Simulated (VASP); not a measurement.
Input of a VASP 6.6.1 run:

File POSCAR:

```
Ir
1.0
    0.0000000000      2.7635681223      2.7635681223
    2.7635681223      0.0000000000      2.7635681223
    2.7635681223      2.7635681223      0.0000000000
Ir
2
Direct
    0.1250000000      0.1250000000      0.1250000000
    0.8750000000      0.8750000000      0.8750000000
```

The input INCAR.step1:

```
PREC = Accurate ; ENCUT = 550
ISMEAR = -1 ; SIGMA = 0.1
LREAL = False ; LASPH = True
NELM = 120 ; NBANDS = 16
GGA = PE ; ALGO = Normal
EDIFF = 1E-5 ; LWAVE = True
LCHARG = False ; GGA_COMPAT = False
```

File INCAR.step2:

```
PREC = Accurate ; ENCUT = 550
EDIFF = 1E-6 ; ISMEAR = -1
SIGMA = 0.1 ; LREAL = False
LASPH = True ; NELM = 120
ALGO = Normal ; ISIF = 2
LWAVE = False ; LCHARG = True
METAGGA = R2SCAN ; LMIXTAU = True
LELF = True ; LVHAR = True
NBANDS = 16 ; ISTART = 1
GGA_COMPAT = False
```

File KPOINTS:

```
regular mesh
0
Gamma
  10 10 10
```

Potentials or basis: VASP PAW PBE potentials, release 64 (Ir).

Run with:

```sh
$ cat potpaw_PBE.64/Ir/POTCAR > POTCAR
$ cp INCAR.step1 INCAR
$ mpirun -np 1 vasp_std > vasp.out
$ cp INCAR.step2 INCAR
$ mpirun -np 1 vasp_std > vasp.out
```

**Question.** What does it give for the pressure?

**Answer.** 0.5 GPa.

**Question.** What does it give for the band gap on the k mesh?

**Answer.** Zero (bands 9 and 10 overlap by 1.79 eV).

Caveat: the PAW data sets were made with another functional, which shifts forces and pressure a little; spin-orbit coupling is left out, which moves the levels of the heavy elements.
